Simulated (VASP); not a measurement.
Crystal: Ir.

```
Ir
1.0
    -0.15358    1.97975    1.97975
     1.82617    0.00000    1.82617
     1.82617    1.82617    0.00000
Ir
1
Direct
  0.00000 0.00000 0.00000
```

This cell differs from its parent crystal: strained.

Base run:

| Property | Result |
| --- | --- |
| Program | VASP 6.6.1 |
| Functional | PBEsol |
| Potentials or basis | VASP PAW PBE potentials, release 64 (Ir_sv_GW) |
| Cutoff | 500 eV |
| k mesh | 18 × 18 × 18 |
| Occupations | gaussian, width 0.1 eV |
| Spin | no spin polarisation |

Its results: pressure 15.1 GPa.

Task: The run is repeated on the same cell with these changes: potentials or basis from VASP PAW PBE potentials, release 64 (Ir_sv_GW) to VASP PAW PBE potentials, release 64 (Ir); cutoff from 500 eV to 520 eV; further incar settings from ALGO = Normal; EDIFF = 1e-06; NBANDS = 14 to ALGO = Normal; EDIFF = 1e-07; NBANDS = 10; valence electrons from 17 to 9. What comes out?

Result: Pressure 19.8 GPa.

Caveats: the PAW data sets were made with another functional, which shifts forces and pressure a little.
